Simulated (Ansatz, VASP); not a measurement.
**Cd3TeO2: VASP beside Ansatz**

```xyz
12
Lattice="6.7044 0.0000 0.0000 0.0000 6.7044 0.0000 0.0000 0.0000 6.7044" Properties=species:S:1:pos:R:3 pbc="T T T"
Cd    0.0000    3.3522    3.3522
Cd    3.3522    0.0000    3.3522
Cd    3.3522    3.3522    0.0000
Cd    0.0000    3.3522    0.0000
Cd    3.3522    0.0000    0.0000
Cd    0.0000    0.0000    3.3522
Te    0.0000    0.0000    0.0000
Te    3.3522    3.3522    3.3522
O     1.6761    1.6761    1.6761
O     5.0283    5.0283    1.6761
O     5.0283    1.6761    5.0283
O     1.6761    5.0283    5.0283
```

Alike in both runs: task single point; functional PBE; k mesh 4 × 4 × 4; occupations gaussian, width 0.1 eV; no spin polarisation.

|  | VASP | Ansatz |
| --- | --- | --- |
| version | VASP 6.6.1 | Ansatz 0.2.0 |
| potentials or method | VASP PAW PBE potentials, release 64 (Cd, Te, O), cutoff 520 eV | scalar-relativistic, plane waves, PAW |
| valence electrons in the cell | 108 | 176 |

|  | VASP | Ansatz | Ansatz less VASP |
| --- | --- | --- | --- |
| gap on the k mesh at the Fermi level (eV) | none | none | - |
| pressure (GPa) | -8.7 | -8.8 | -0.05 |

A gap of «none» marks a metal or a gap that the smearing closes. With one functional, cell and mesh, what is left measures potentials, basis and numerics. VASP's potentials hold 108 valence electrons a cell and Ansatz's 176, so a difference there can come from the potentials and not from the codes.

Spin-orbit coupling is off throughout.
